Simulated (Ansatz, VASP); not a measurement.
# W in VASP and in Ansatz

```
W
1.0
     2.75703    0.00000    0.00000
    -0.91901    2.59936    0.00000
     0.00000    0.00000   17.00444
W
5
Direct
  0.50000 0.50000 0.23523
  0.00000 0.00000 0.36762
  0.50000 0.50000 0.50000
  0.00000 0.00000 0.63238
  0.50000 0.50000 0.76477
```

Alike in both runs: task single point; functional PBE; k mesh 13 × 13 × 1; occupations gaussian, width 0.1 eV; no spin polarisation.

```csv
,VASP,Ansatz
version,VASP 6.6.1,Ansatz 0.2.0
potentials or method,"VASP PAW PBE potentials, release 64 (W_sv), cutoff 520 eV","scalar-relativistic, plane waves, PAW"
valence electrons in the cell,70,70
```

|  | VASP | Ansatz | Ansatz less VASP |
| --- | --- | --- | --- |
| gap on the k mesh at the Fermi level (eV) | none | none | - |
| rms of the force components (eV/Å) | 0.327 | 0.331 | +0.0040 |

Atom by atom the forces differ by 0.009 eV/Å (rms over components). A gap of «none» marks a metal or a gap that the smearing closes.

Neither program's run includes spin-orbit coupling.
